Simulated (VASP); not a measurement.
# Be3Se2O (P-4m2) in VASP: single point with PBE

Aim: the single point of Be3Se2O with PBE.

All numbers are computed with VASP 6.6.1; they aren't measurements. Logs are shortened: lines on timing, memory, paths and dates and some standing lists are left out, and cuts for length are marked.

### 1 The cell of the first run

It takes space group P-4m2 (No. 115, tetragonal). Conventional cell: a = 3.919 Å, b = 3.919 Å, c = 5.481 Å, α = 90.00°, β = 90.00°, γ = 90.00°. Be (site symmetry -4m2) has 4 Se at 2.28 Å and 6 Be at 2.74 to 2.77 Å within 3.0 Å. Be (site symmetry -4m2) has 4 Se at 2.28 Å and 2 O at 2.74 Å and 4 Be at 2.77 Å within 3.0 Å. Within 3.3 Å of Be (site symmetry -4m2) lie 4 Se at 2.51 Å and 2 Be at 2.74 Å and 4 O at 2.77 Å. Within 3.0 Å of Se (site symmetry 2mm) lie 6 Be at 2.28 to 2.51 Å and 2 O at 2.51 Å. O (site symmetry -4m2) has 4 Se at 2.51 Å and 6 Be at 2.74 to 2.77 Å within 3.3 Å.

### 2 Single point, PBE

The input, INCAR:

```
  ALGO = Normal
  EDIFF = 1E-6
  ENCUT = 600
  GGA = PE
  GGA_COMPAT = F
  ISIF = 2
  ISMEAR = 0
  LASPH = T
  LCHARG = T
  LELF = T
  LREAL = F
  LVHAR = T
  LWAVE = F
  NBANDS = 21
  NELM = 120
  PREC = Accurate
  SIGMA = 0.15
```

The input, KPOINTS:

```
k-points
0
Gamma
  3 3 2
```

The input, POSCAR:

```
Be3Se2O
1.0
    3.9185758932      0.0000000000      0.0000000000
    0.0000000000      3.9185758932      0.0000000000
    0.0000000000      0.0000000000      5.4809946064
Be Se O
3 2 1
Direct
    0.5000000000      0.5000000000      0.0000000000
    0.0000000000      0.0000000000      0.0000000000
    0.5000000000      0.5000000000      0.5000000000
    0.0000000000      0.5000000000      0.2142014641
    0.5000000000      0.0000000000      0.7857985359
    0.0000000000      0.0000000000      0.5000000000
```

Potentials or basis: VASP PAW PBE potentials, release 64 (Be, Se, O).

Run with:

```console
cat potpaw_PBE.64/Be/POTCAR potpaw_PBE.64/Se/POTCAR potpaw_PBE.64/O/POTCAR > POTCAR
mpirun -np 1 vasp_std > vasp.out
```

OUTCAR:

```text
EDIFF = 1E-6
   ENCUT = 600
   GGA = PE
   ISIF = 2
   ISMEAR = 0
   LASPH = T
   LREAL = F
   NELM = 120
   PREC = Accurate

 ion  position               nearest neighbor table
   1  0.500  0.500  0.000-   4 2.28   5 2.28   5 2.28   4 2.28
   2  0.000  0.000  0.000-   4 2.28   5 2.28   4 2.28   5 2.28
   3  0.500  0.500  0.500-   4 2.51   5 2.51   5 2.51   4 2.51
   4  0.000  0.500  0.214-   1 2.28   2 2.28   2 2.28   1 2.28   3 2.51   3 2.51
   5  0.500  0.000  0.786-   1 2.28   2 2.28   1 2.28   2 2.28   3 2.51   3 2.51
   6  0.000  0.000  0.500-

  LATTYP: Found a simple tetragonal cell.
 ALAT       =     3.9185758932
 C/A-ratio  =     1.3987210547

  Lattice vectors:

 A1 = (   3.9185758932,   0.0000000000,   0.0000000000)
 A2 = (   0.0000000000,   3.9185758932,   0.0000000000)
 A3 = (   0.0000000000,   0.0000000000,   5.4809946064)

Analysis of symmetry for initial positions (statically):
=====================================================================
 Subroutine PRICEL returns:
 Original cell was already a primitive cell.

 Routine SETGRP: Setting up the symmetry group for a
 simple tetragonal supercell.

 Subroutine GETGRP returns: Found  8 space group operations
 (whereof  8 operations were pure point group operations)
 out of a pool of 16 trial point group operations.

The static configuration has the point symmetry D_2d.

Analysis of symmetry for dynamics (positions and initial velocities):
=====================================================================
 Subroutine PRICEL returns:
 Original cell was already a primitive cell.

 Routine SETGRP: Setting up the symmetry group for a
 simple tetragonal supercell.

 Subroutine GETGRP returns: Found  8 space group operations
 (whereof  8 operations were pure point group operations)
 out of a pool of 16 trial point group operations.

The dynamic configuration has the point symmetry D_2d.

 Subroutine INISYM returns: Found  8 space group operations
 (whereof  8 operations are pure point group operations),
 and found     1 'primitive' translations

----------------------------------------------------------------------------------------

[... 79 lines left out ...]
   ENCUT  =  600.0 eV  44.10 Ry    6.64 a.u.   7.83  7.83 10.95*2*pi/ulx,y,z
   NELM   =    120;   NELMIN=  2; NELMDL= -5     # of ELM steps
   EDIFF  = 0.1E-05   stopping-criterion for ELM
   LREAL  =      F    real-space projection
   EDIFFG = 0.1E-04   stopping-criterion for IOM
   NSW    =      0    number of steps for IOM
   IBRION =     -1    ionic relax: 0-MD 1-quasi-New 2-CG
   NFREE  =      0    steps in history (QN), initial steepest desc. (CG)
   ISIF   =      2    stress and relaxation
   ISYM   =      2    0-nonsym 1-usesym 2-fastsym
   POTIM  = 0.5000    time-step for ionic-motion
   TEBEG  =    0.0;   TEEND  =   0.0 temperature during run
   PSTRESS=    0.0 pullay stress
   NELECT =      24.0000    total number of electrons
   NUPDOWN=      -1.0000    fix difference up-down
   EMIN   =  10.00;   EMAX   =-10.00  energy-range for DOS
   EFERMI =   0.00;   METHOD = LEGACY
   ISMEAR =     0;   SIGMA  =   0.15  broadening in eV -4-tet -1-fermi 0-gaus
   EFERMI_NEDOS =   21; number of points for ismear=-14 and -15
   IALGO  =     38    algorithm
   IMIX   =      4    mixing-type and parameters
     AMIX     =   0.40;   BMIX     =  1.00
     AMIX_MAG =   1.60;   BMIX_MAG =  1.00
  volume/ion in A,a.u.               =      14.03        94.66
  Fermi-wavevector in a.u.,A,eV,Ry     =   1.077556  2.036286 15.798098  1.161127
  Thomas-Fermi vector in A             =   2.213471
   LORBIT       =      0    0 simple, 1 ext, 2 COOP (PROOUT), +10 PAW based schemes
   GGA     = PE    functional components
   LHFCALC =     F    Hartree Fock is set to
   AEXX    =    0.0000 exact exchange contribution
   IVDW    =     0    specifies the selected vdW correction
   LEPSILON=     F    determine dielectric tensor
   LRPA    =     F    only Hartree local field effects (RPA)
 non-spin polarized calculation
 Gauss-broadening in eV      SIGMA  =   0.15
  energy-cutoff  :      600.00
  volume of cell :       84.16
 maximum number of plane-waves:      2832
 NGX is ok and might be reduce to    32
   NGX = 15   NGY = 15   NGZ = 21

 number of electron      23.9999997 magnetization

 Free energy of the ion-electron system (eV)
  ---------------------------------------------------
  ext. energy  EPLUGINS =         0.00000000
  ---------------------------------------------------
  free energy    TOTEN  =       -21.62184224 eV

  energy without entropy =      -21.59661523  energy(sigma->0) =      -21.60922873

 E-fermi :   5.0487     XC(G=0):  -9.8578

 val. band max:        4.8916216980   @ k =   0.0000   0.0000   0.0000
 cond. band min:       5.0580237170   @ k =   0.0000   0.0000   0.5000
 fundamental gap:      0.1664020190
 Fermi energy:         5.0487194915

 k-point     1 :       0.0000    0.0000    0.0000
  band No.  band energies     occupation
      1     -12.2104      2.00000
      2      -9.4880      2.00000
      3      -9.0168      2.00000
      4      -0.7794      2.00000
      5      -0.7554      2.00000
      6      -0.7554      2.00000
[... 133 lines left out ...]
     20      10.7229      0.00000
     21      10.8822      0.00000

------------------------ aborting loop because EDIFF is reached ----------------------------------------

  FORCE on cell =-STRESS in cart. coord.  units (eV):
  Direction    XX          YY          ZZ          XY          YZ          ZX
  --------------------------------------------------------------------------------------
  -------------------------------------------------------------------------------------
  Total       -0.2203319     -0.2203319      0.0432423      0.0000000     -0.0000000      0.0000000
  in kB       -4.1944223     -4.1944223      0.8231958      0.0000000     -0.0000000      0.0000000
  external PRESSURE =      -2.5218829 kB  Pullay stress =       0.0000000 kB

 VOLUME and BASIS-vectors are now :
 -----------------------------------------------------------------------------
  energy-cutoff  :      600.00
  volume of cell :       84.16
      direct lattice vectors                 reciprocal lattice vectors
     3.918575893  0.000000000  0.000000000     0.255194751  0.000000000  0.000000000
     0.000000000  3.918575893  0.000000000     0.000000000  0.255194751  0.000000000
     0.000000000  0.000000000  5.480994606     0.000000000  0.000000000  0.182448638

 POSITION                                       TOTAL-FORCE (eV/Angst)
 -----------------------------------------------------------------------------------
      1.95929      1.95929      0.00000         0.000000      0.000000      0.000000
      0.00000      0.00000      0.00000         0.000000      0.000000      0.000000
      1.95929      1.95929      2.74050         0.000000     -0.000000      0.000000
      0.00000      1.95929      1.17404         0.000000      0.000000      0.042810
      1.95929      0.00000      4.30696        -0.000000     -0.000000     -0.042810
      0.00000      0.00000      2.74050         0.000000      0.000000      0.000000
 -----------------------------------------------------------------------------------
    total drift:                               -0.000000      0.000000      0.000000

  FREE ENERGIE OF THE ION-ELECTRON SYSTEM (eV)
  ---------------------------------------------------
  free  energy   TOTEN  =       -21.6218422383 eV

  energy  without entropy=      -21.5966152309  energy(sigma->0) =      -21.60922873
```

It took 19 s on 1 thread of Intel Xeon Platinum 8375C at 2.90GHz (Ice Lake), shared host; peak memory 0.21 GiB.

Results:

```yaml
Free_energy: -21.6218 eV
Pressure: -0.3 GPa
Largest_force: 0.043 eV/Å
Band_gap_on_the_k_mesh: zero (band 12 reaches 5.37 eV, above the bottom of band 13 at 4.46 eV)
```

Forces on the atoms (eV/Å):
```
Be   0.000  0.000  0.000
Be   0.000  0.000  0.000
Be   0.000  0.000  0.000
Se   0.000  0.000  0.043
Se   0.000  0.000 -0.043
O    0.000  0.000  0.000
```

Levels at points of the mesh, in eV from the Fermi level:
| k point | band 9 | band 10 | band 11 | band 12 | band 13 | band 14 | band 15 | band 16 |
| --- | --- | --- | --- | --- | --- | --- | --- | --- |
| (0.00, 0.00, 0.00) | -2.88 | -1.56 | -1.56 | -1.39 | -0.58 | -0.16 | 2.23 | 3.60 |
| (0.00, 0.00, 0.50) | -4.29 | -1.99 | -0.45 | -0.45 | 0.01 | 0.99 | 1.91 | 3.54 |

Caveat: the k points lie up to 0.57 Å⁻¹ apart.
